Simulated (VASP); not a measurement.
# CsSnI3 in VASP: notebook, part 2 of 2

VASP 6.6.1. The steps go on from the part before.

## Step 3: Single point, HSE06 (uniaxial z strain -4.0%)

POSCAR

```
CsSnI3
1.0
    6.2414907048      0.0000000000      0.0000000000
    0.0000000000      6.2414907048      0.0000000000
    0.0000000000      0.0000000000      5.9918310766
Cs Sn I
1 1 3
Direct
    0.0000000000      0.0000000000      0.0000000000
    0.5000000000      0.5000000000      0.5000000000
    0.5000000000      0.5000000000      0.0000000000
    0.5000000000      0.0000000000      0.5000000000
    0.0000000000      0.5000000000      0.5000000000
```

INCAR.step1

```
PREC = Accurate
ENCUT = 520
EDIFF = 1E-5
ISMEAR = -1
SIGMA = 0.02
LREAL = F
LASPH = T
NELM = 80
ALGO = Normal
ISIF = 2
LWAVE = T
GGA = PE
NBANDS = 30
```

INCAR.step2

```
PREC = Accurate
ENCUT = 520
EDIFF = 1E-7
ISMEAR = -1
SIGMA = 0.02
LREAL = F
LASPH = T
NELM = 80
ALGO = Normal
ISIF = 2
LWAVE = F
LCHARG = T
GGA = PE
LHFCALC = T
HFSCREEN = 0.2079
PRECFOCK = Fast
LELF = T
LVHAR = T
ISTART = 1
NBANDS = 30
```

KPOINTS

```
regular mesh
0
Gamma
  2 2 2
```

Potentials or basis: VASP PAW PBE potentials, release 64 (Cs_sv, Sn_d, I).

Launch:

```bash
$ cat potpaw_PBE.64/Cs_sv/POTCAR potpaw_PBE.64/Sn_d/POTCAR potpaw_PBE.64/I/POTCAR > POTCAR
$ cp INCAR.step1 INCAR
$ mpirun -np 1 vasp_std > vasp.out
$ cp INCAR.step2 INCAR
$ mpirun -np 1 vasp_std > vasp.out
```

OUTCAR:

```text
PREC = Accurate
   ENCUT = 520
   EDIFF = 1E-7
   ISMEAR = -1
   LREAL = F
   LASPH = T
   NELM = 80
   ISIF = 2
   GGA = PE
   LHFCALC = T
   HFSCREEN = 0.2079
   PRECFOCK = Fast
   ISTART = 1

 ion  position               nearest neighbor table
   1  0.000  0.000  0.000-
   2  0.500  0.500  0.500-   3 3.00   3 3.00   5 3.12   4 3.12   4 3.12   5 3.12
   3  0.500  0.500  0.000-   2 3.00   2 3.00
[... 388 lines left out ...]

  FORCE on cell =-STRESS in cart. coord.  units (eV):
  Direction    XX          YY          ZZ          XY          YZ          ZX
  --------------------------------------------------------------------------------------
  -------------------------------------------------------------------------------------
  Total        2.4282133      2.4282133      5.5430129      0.0000000     -0.0000000      0.0000000
  in kB       16.6671447     16.6671447     38.0469858      0.0000000     -0.0000000      0.0000000
  external PRESSURE =      23.7937584 kB  Pullay stress =       0.0000000 kB

 VOLUME and BASIS-vectors are now :
 -----------------------------------------------------------------------------
  energy-cutoff  :      520.00
  volume of cell :      233.42
      direct lattice vectors                 reciprocal lattice vectors
     6.241490705  0.000000000  0.000000000     0.160218135  0.000000000  0.000000000
     0.000000000  6.241490705  0.000000000     0.000000000  0.160218135  0.000000000
     0.000000000  0.000000000  5.991831077     0.000000000  0.000000000  0.166893891

 POSITION                                       TOTAL-FORCE (eV/Angst)
 -----------------------------------------------------------------------------------
      0.00000      0.00000      0.00000         0.000000      0.000000      0.000000
      3.12075      3.12075      2.99592         0.000000      0.000000      0.000000
      3.12075      3.12075      0.00000         0.000000      0.000000      0.000000
      3.12075      0.00000      2.99592         0.000000      0.000000      0.000000
      0.00000      3.12075      2.99592         0.000000      0.000000      0.000000
 -----------------------------------------------------------------------------------
    total drift:                               -0.000002     -0.000002      0.000002

  FREE ENERGIE OF THE ION-ELECTRON SYSTEM (eV)
  ---------------------------------------------------
  free  energy   TOTEN  =       -15.6460519068 eV

  energy  without entropy=      -15.6460515335  energy(sigma->0) =      -15.64605172
```

Wall time 9.4 min (1 thread of Intel Xeon Platinum 8488C (Sapphire Rapids), shared host); peak memory 0.46 GiB.

Results:

```yaml
Free_energy: -15.6461 eV
Pressure: 2.4 GPa
Band_gap_on_the_k_mesh: 0.53 eV
```

Stress tensor (GPa, compression positive):
```
1.67 0.00 0.00
0.00 1.67 0.00
0.00 0.00 3.80
```

Caveat: the k points lie up to 0.52 Å⁻¹ apart; the cell differs from its parent crystal (uniaxial z strain -4.0%); the PAW data sets were made with another functional, which shifts forces and pressure a little; spin-orbit coupling is left out, which moves the levels of the heavy elements.

## Step 4: Single point, HSE06 (uniaxial z strain -1.0%)

Edit POSCAR of step 3 so:

```diff
@@ -4,3 +4,3 @@
     0.0000000000      6.2414907048      0.0000000000
-    0.0000000000      0.0000000000      5.9918310766
+    0.0000000000      0.0000000000      6.1790757978
 Cs Sn I
```

INCAR.step1

```
SYSTEM = CsSnI3
ALGO = Normal
EDIFF = 1E-5
ENCUT = 520
GGA = PE
ISIF = 2
ISMEAR = 0
LASPH = .TRUE.
LREAL = .FALSE.
LWAVE = .TRUE.
NBANDS = 30
NELM = 60
PREC = Accurate
SIGMA = 0.01
```

INCAR.step2

```
SYSTEM = CsSnI3
ALGO = Normal
EDIFF = 1E-7
ENCUT = 520
GGA = PE
HFSCREEN = 0.2079
ISIF = 2
ISMEAR = 0
ISTART = 1
LASPH = .TRUE.
LCHARG = .TRUE.
LELF = .TRUE.
LHFCALC = .TRUE.
LREAL = .FALSE.
LVHAR = .TRUE.
LWAVE = .FALSE.
NBANDS = 30
NELM = 60
PREC = Accurate
PRECFOCK = Fast
SIGMA = 0.01
```

KPOINTS

```
k-points
0
G
  2 2 2
  0 0 0
```

Launch:

```bash
$ cat potpaw_PBE.64/Cs_sv/POTCAR potpaw_PBE.64/Sn_d/POTCAR potpaw_PBE.64/I/POTCAR > POTCAR
$ cp INCAR.step1 INCAR
$ mpirun -np 1 vasp_std > vasp.out
$ cp INCAR.step2 INCAR
$ mpirun -np 1 vasp_std > vasp.out
```

Wall time 18 min (1 thread of Intel Xeon Platinum 8259CL at 2.50GHz (Skylake/Cascade Lake), shared host); peak memory 0.46 GiB.

It converged, with:

```yaml
Free_energy: -15.7725 eV
Pressure: 1.6 GPa
Band_gap_on_the_k_mesh: 0.78 eV
```

Stress tensor (GPa, compression positive):
```
1.43 0.00 0.00
0.00 1.43 0.00
0.00 0.00 1.87
```

Levels at points of the mesh, in eV from the valence-band top:
```tsv
k point	band 18	band 19	band 20	band 21	band 22	band 23	band 24	band 25	band 26	band 27
(0.00, 0.00, 0.00)	-2.60	-2.59	-2.42	-2.41	-2.41	2.88	3.82	3.84	4.11	4.14
(0.50, 0.00, 0.00)	-2.84	-2.75	-2.55	-2.54	-1.75	1.60	4.47	4.62	4.99	5.00
(0.50, 0.50, 0.00)	-2.91	-2.91	-2.80	-1.98	-0.90	1.27	1.27	4.82	4.99	5.19
(0.00, 0.00, 0.50)	-2.88	-2.75	-2.55	-2.55	-1.68	1.62	4.51	4.62	4.98	4.99
(0.50, 0.00, 0.50)	-2.94	-2.92	-2.80	-1.96	-0.83	1.23	1.29	4.62	4.99	5.19
(0.50, 0.50, 0.50)	-2.79	-1.96	-1.94	-1.94	0.00	0.78	0.78	0.85	3.70	4.75
```

Caveat: the k points lie up to 0.51 Å⁻¹ apart; the cell differs from its parent crystal (uniaxial z strain -1.0%); the PAW data sets were made with another functional, which shifts forces and pressure a little; spin-orbit coupling is left out, which moves the levels of the heavy elements. A k mesh can miss the band edges.

## Step 5: Single point, HSE06 (uniaxial z strain +1.0%)

Edit POSCAR of step 4 so:

```diff
@@ -4,3 +4,3 @@
     0.0000000000      6.2414907048      0.0000000000
-    0.0000000000      0.0000000000      6.1790757978
+    0.0000000000      0.0000000000      6.3039056119
 Cs Sn I
```

INCAR.step1

```
ALGO = Normal ; EDIFF = 1E-5
ENCUT = 520 ; GGA = PE
ISIF = 2 ; ISMEAR = 0
LASPH = T ; LCHARG = F
LREAL = F ; LWAVE = T
NBANDS = 30 ; NELM = 100
PREC = Accurate ; SIGMA = 0.01
```

INCAR.step2

```
ALGO = Normal ; EDIFF = 1E-6
ENCUT = 520 ; GGA = PE
HFSCREEN = 0.2079 ; ISIF = 2
ISMEAR = 0 ; ISTART = 1
LASPH = T ; LCHARG = F
LHFCALC = T ; LREAL = F
LWAVE = F ; NBANDS = 30
NELM = 100 ; PREC = Accurate
PRECFOCK = Fast ; SIGMA = 0.01
```

KPOINTS

```
k-points
0
Gamma
  2 2 2
```

Launch:

```bash
$ cat potpaw_PBE.64/Cs_sv/POTCAR potpaw_PBE.64/Sn_d/POTCAR potpaw_PBE.64/I/POTCAR > POTCAR
$ cp INCAR.step1 INCAR
$ mpirun -np 1 vasp_std > vasp.out
$ cp INCAR.step2 INCAR
$ mpirun -np 1 vasp_std > vasp.out
```

It took 14 min on 1 thread of Intel Xeon Platinum 8259CL at 2.50GHz (Skylake/Cascade Lake), shared host; peak memory 0.47 GiB.

It converged, with:

```
Free energy            : -15.8143 eV
Pressure               : 1.2 GPa
Band gap on the k mesh : 0.85 eV
```

Stress tensor (GPa, compression positive):
```
1.29 0.00 0.00
0.00 1.29 0.00
0.00 0.00 0.89
```

Levels at points of the mesh, in eV from the valence-band top:
| k point | band 18 | band 19 | band 20 | band 21 | band 22 | band 23 | band 24 | band 25 | band 26 | band 27 |
| --- | --- | --- | --- | --- | --- | --- | --- | --- | --- | --- |
| (0.00, 0.00, 0.00) | -2.45 | -2.45 | -2.28 | -2.28 | -2.27 | 2.98 | 3.96 | 3.99 | 4.27 | 4.27 |
| (0.50, 0.00, 0.00) | -2.71 | -2.60 | -2.41 | -2.40 | -1.63 | 1.69 | 4.56 | 4.72 | 4.93 | 5.11 |
| (0.50, 0.50, 0.00) | -2.78 | -2.78 | -2.67 | -1.83 | -0.77 | 1.34 | 1.34 | 4.57 | 5.08 | 5.29 |
| (0.00, 0.00, 0.50) | -2.69 | -2.60 | -2.40 | -2.40 | -1.70 | 1.67 | 4.52 | 4.72 | 5.11 | 5.12 |
| (0.50, 0.00, 0.50) | -2.77 | -2.75 | -2.66 | -1.85 | -0.83 | 1.32 | 1.37 | 4.76 | 5.08 | 5.28 |
| (0.50, 0.50, 0.50) | -2.65 | -1.84 | -1.84 | -1.82 | 0.00 | 0.85 | 0.91 | 0.91 | 3.82 | 4.88 |

Caveat: the k points lie up to 0.50 Å⁻¹ apart; the cell differs from its parent crystal (uniaxial z strain +1.0%); the PAW data sets were made with another functional, which shifts forces and pressure a little; spin-orbit coupling is left out, which moves the levels of the heavy elements. A k mesh can miss the band edges.

## Step 6: Single point, r2SCAN (uniaxial z strain -1.0%)

Edit POSCAR of step 5 so:

```diff
@@ -4,3 +4,3 @@
     0.0000000000      6.2414907048      0.0000000000
-    0.0000000000      0.0000000000      6.3039056119
+    0.0000000000      0.0000000000      6.1790757978
 Cs Sn I
```

INCAR.step1

```
PREC = Accurate
ENCUT = 520
ISMEAR = 0
SIGMA = 0.01
LREAL = F
LASPH = T
NELM = 100
NBANDS = 30
GGA = PE
ALGO = Normal
EDIFF = 1E-4
LWAVE = T
LCHARG = F
```

INCAR.step2

```
PREC = Accurate
ENCUT = 520
EDIFF = 1E-6
ISMEAR = 0
SIGMA = 0.01
LREAL = F
LASPH = T
NELM = 100
ALGO = Normal
ISIF = 2
LWAVE = F
LCHARG = F
METAGGA = R2SCAN
LMIXTAU = T
NBANDS = 30
ISTART = 1
```

KPOINTS

```
regular mesh
0
Gamma
  4 4 4
```

Potentials or basis: VASP PAW PBE potentials, release 64 (Cs_sv, Sn_d, I).

Launch:

```bash
$ cat potpaw_PBE.64/Cs_sv/POTCAR potpaw_PBE.64/Sn_d/POTCAR potpaw_PBE.64/I/POTCAR > POTCAR
$ cp INCAR.step1 INCAR
$ mpirun -np 1 vasp_std > vasp.out
$ cp INCAR.step2 INCAR
$ mpirun -np 1 vasp_std > vasp.out
```

It took 4.4 min on 1 thread of Intel Xeon Platinum 8488C (Sapphire Rapids), shared host; peak memory 0.45 GiB.

Results (log left out):

```
Free energy            : -128.6279 eV
Pressure               : 0.2 GPa
Band gap on the k mesh : 0.43 eV
```

Stress tensor (GPa, compression positive):
```
0.06 0.00 0.00
0.00 0.06 0.00
0.00 0.00 0.45
```

Levels at points of the mesh, in eV from the valence-band top:
```tsv
k point	band 19	band 20	band 21	band 22	band 23	band 24	band 25	band 26
(0.00, 0.00, 0.00)	-2.57	-2.43	-2.42	-2.42	2.55	3.33	3.36	3.71
(0.50, 0.00, 0.00)	-2.73	-2.54	-2.53	-1.75	1.18	4.07	4.20	4.50
(0.50, 0.50, 0.00)	-2.87	-2.79	-2.00	-0.90	0.88	0.88	4.34	4.59
(0.00, 0.00, 0.50)	-2.74	-2.54	-2.54	-1.67	1.20	4.11	4.21	4.49
(0.50, 0.00, 0.50)	-2.88	-2.79	-1.98	-0.83	0.85	0.91	4.14	4.61
(0.50, 0.50, 0.50)	-1.98	-1.96	-1.96	0.00	0.43	0.43	0.50	3.36
```

Caveat: the cell differs from its parent crystal (uniaxial z strain -1.0%); semilocal functionals underestimate gaps, and a narrow one can read as zero; the PAW data sets were made with another functional, which shifts forces and pressure a little; spin-orbit coupling is left out, which moves the levels of the heavy elements.

## Step 7: The runs side by side

```csv
level,cell,k mesh,smearing,grid for exact exchange (PRECFOCK),share of exact exchange,screening parameter,gap on the mesh (eV),pressure (GPa)
HSE06,"a = 6.241 Å, 5 atoms",2 × 2 × 2,gaussian 0.01 eV,Fast,0.25,0.2079 1/Å,0.85,1.4
HSE06,"a = 6.241, b = 6.241, c = 5.992 Å, 5 atoms",2 × 2 × 2,fermi-dirac 0.02 eV,Fast,0.25,0.2079 1/Å,0.53,2.4
HSE06,"a = 6.241, b = 6.241, c = 6.179 Å, 5 atoms",2 × 2 × 2,gaussian 0.01 eV,Fast,0.25,0.2079 1/Å,0.78,1.6
HSE06,"a = 6.241, b = 6.241, c = 6.304 Å, 5 atoms",2 × 2 × 2,gaussian 0.01 eV,Fast,0.25,0.2079 1/Å,0.85,1.2
r2SCAN,"a = 6.241, b = 6.241, c = 6.179 Å, 5 atoms",4 × 4 × 4,gaussian 0.01 eV,-,-,-,0.43,0.2
```

Alike in all rows: task single point; potentials or basis VASP PAW PBE potentials, release 64 (Cs_sv, Sn_d, I); no spin polarisation; cutoff (eV) 520.

Caveats: some runs use coarse meshes; the PAW data sets were made with another functional, which shifts forces and pressure a little; spin-orbit coupling is left out, which moves the levels of the heavy elements; semilocal functionals underestimate gaps, and a narrow one can read as zero (at least some runs).

Absolute energies hang on the potentials; compare differences alone.
